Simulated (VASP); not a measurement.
Crystal: C.

```xyz
16
Lattice="-2.4104 2.4104 2.4104 2.4104 -2.4104 2.4104 4.8208 4.8208 0.0000" Properties=species:S:1:pos:R:3 pbc="T T T"
C    -0.7837    0.7822    0.7874
C     1.6267    3.1926    3.1978
C     1.6267    1.6236    1.6287
C     4.0237    4.0704    3.9934
C     0.7854   -0.7868    0.7874
C     3.1957    1.6236    3.1978
C     0.7854    0.7822    4.0391
C     3.1957    3.1926    1.6287
C     1.6267   -1.6282    1.6287
C     1.6267    3.1926    1.6287
C     0.7854    0.7822    0.7874
C     3.1957    3.1926    3.1978
C    -1.6250    1.6236    1.6287
C     3.1957    1.6236    1.6287
C     1.6267    1.6236    3.1978
C     4.0371    4.0340    0.7874
```

```yaml
Program: VASP 6.6.1
Task: relaxation of cell and atoms
Functional: LDA
Potentials_or_basis: VASP PAW LDA potentials, release 64 (C)
Cutoff: 600 eV
k_mesh: 6 × 6 × 4
Occupations: gaussian, width 0.05 eV
Spin: no spin polarisation
```

At the start: pressure 0.5 GPa; volume 7.00 Å³/atom.

**Question.** How do energy, volume and symmetry change on relaxing?

**Answer.** Over 17 steps the energy falls by 3.7 meV/atom and the volume is 7.01 Å³/atom (+0.1 %); space group Im-3m (No. 229, to 0.1 Å) before and after.

Step by step:
| step | energy change (eV) | largest force (eV/Å) | pressure (GPa) | volume (Å³) |
| --- | --- | --- | --- | --- |
| 1 | 0.0000 | 1.9843 | 0.53 | 112.04 |
| 2 | 0.0407 | 2.3825 | -0.35 | 112.41 |
| 3 | -0.0536 | 0.3114 | 0.00 | 112.20 |
| 4 | -0.0522 | 0.4345 | -0.05 | 112.23 |
| 5 | -0.0583 | 0.1248 | -0.03 | 112.21 |
| 6 | -0.0591 | 0.1188 | -0.02 | 112.20 |
| 7 | -0.0592 | 0.0633 | -0.02 | 112.20 |
| 8 | -0.0596 | 0.0514 | 0.05 | 112.19 |
| 9 | -0.0596 | 0.0405 | 0.04 | 112.19 |
| 10 | -0.0598 | 0.0399 | -0.03 | 112.21 |
| 11 | -0.0598 | 0.0341 | -0.03 | 112.20 |
| 12 | -0.0598 | 0.0229 | 0.01 | 112.20 |
| 13 | -0.0598 | 0.0158 | 0.00 | 112.20 |
| 14 | -0.0599 | 0.0119 | -0.01 | 112.20 |
| 15 | -0.0599 | 0.0118 | -0.01 | 112.20 |
| 16 | -0.0599 | 0.0106 | 0.01 | 112.20 |
| 17 | -0.0599 | 0.0072 | 0.01 | 112.20 |

Final structure:
```yaml
crystal:
  lattice:
    - [-2.41158, 2.41146, 2.41163]
    - [2.41158, -2.41145, 2.41163]
    - [4.82323, 4.82298, 0.00001]
  atoms:
    - { symbol: C, position: [0.32563, 0.99996, 0.99998] }
    - { symbol: C, position: [0.82547, 0.50004, 0.50003] }
    - { symbol: C, position: [0.33721, 0.33726, 0.33721] }
    - { symbol: C, position: [0.83723, 0.83718, 0.83723] }
    - { symbol: C, position: [0.00006, 0.32552, 0.00000] }
    - { symbol: C, position: [0.49995, 0.82561, 0.50000] }
    - { symbol: C, position: [0.83731, 0.83719, 0.16277] }
    - { symbol: C, position: [0.33714, 0.33724, 0.66278] }
    - { symbol: C, position: [0.00008, 0.67441, 0.99999] }
    - { symbol: C, position: [0.49995, 0.17450, 0.50003] }
    - { symbol: C, position: [0.16287, 0.16274, 0.16277] }
    - { symbol: C, position: [0.66269, 0.66279, 0.66279] }
    - { symbol: C, position: [0.67453, 0.99997, 0.00000] }
    - { symbol: C, position: [0.17438, 0.50005, 0.49998] }
    - { symbol: C, position: [0.66276, 0.66280, 0.33724] }
    - { symbol: C, position: [0.16275, 0.16273, 0.83719] }
```
